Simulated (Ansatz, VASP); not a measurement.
**One calculation of ZnS, two programs**

File INCAR:

```
PREC = Accurate
ENCUT = 520
EDIFF = 1E-8
ISMEAR = -1
SIGMA = 0.03
LREAL = F
LASPH = T
NELM = 80
ALGO = Normal
ISIF = 2
LWAVE = F
LCHARG = F
GGA = PS
LEFG = T
NBANDS = 26
```

The input KPOINTS:

```
Automatic mesh
0
Gamma
  8 8 5
```

The input POSCAR:

```
ZnS
1.0
    3.8109987816      0.0571649817      0.0571649817
   -1.8559930644      3.2718392677      0.0209238355
    0.0935100000      0.0935100000      6.2340000000
Zn S
2 2
Direct
    0.3333333333      0.6666666667      0.0000000000
    0.6666666667      0.3333333333      0.5000000000
    0.3333333333      0.6666666667      0.3850000000
    0.6666666667      0.3333333333      0.8850000000
```

Input for Ansatz:

```yaml
crystal:
  lattice:
    - [3.8109987816, 0.0571649817, 0.0571649817]
    - [-1.8559930644, 3.2718392677, 0.0209238355]
    - [0.09351, 0.09351, 6.234]
  atoms:
    - { symbol: Zn, position: [0.3333333333, 0.6666666667, 0.0] }
    - { symbol: Zn, position: [0.6666666667, 0.3333333333, 0.5] }
    - { symbol: S, position: [0.3333333333, 0.6666666667, 0.385] }
    - { symbol: S, position: [0.6666666667, 0.3333333333, 0.885] }
kpoints:
  mp_grid: { grid: [8, 8, 5] }
scf:
  occupations: { method: fermi_dirac, width: 0.03 }
hamiltonian:
  xc: pbesol
  pseudopotentials: { kind: paw }
output:
  forces: true
  stress: true
  eigenvalues: true
  efg: { contact_densities: true }
```

Change from the starting cell: equal xy, yz and zx shear strains of +3 %, PAW files.

Alike in both runs: task electric field gradients; functional PBEsol; k mesh 8 × 8 × 5; occupations fermi-dirac, width 0.03 eV; no spin polarisation.

|  | VASP | Ansatz |
| --- | --- | --- |
| version | VASP 6.6.1 | Ansatz 0.2.0 |
| potentials or method | VASP PAW PBE potentials, release 64 (Zn, S) | PAW with Ansatz's default frozen-core files, scalar-relativistic |
| plane-wave cutoff (eV) | 520 | 420 |
| valence electrons in the cell | 36 | 36 |

|  | VASP | Ansatz | Ansatz less VASP |
| --- | --- | --- | --- |
| gap on the k mesh at the Fermi level (eV) | 2.05 | 2.04 | -0.006 |
| pressure (GPa) | -1.0 | -1.2 | -0.20 |
| traceless stress, the component that is largest in VASP (GPa) | -1.73 | -1.73 | +0.005 |
| rms of the force components (eV/Å) | 0.223 | 0.221 | -0.0018 |
| size of Vzz on the site where it differs most (V/Å²) | 22.6 | 21.1 | -1.50 |

VASP's potentials were made for PBE, not for PBEsol. Atom by atom the forces differ by 0.002 eV/Å (rms over components). The functional is the same, so the differences come from potentials, cutoffs and numerics.
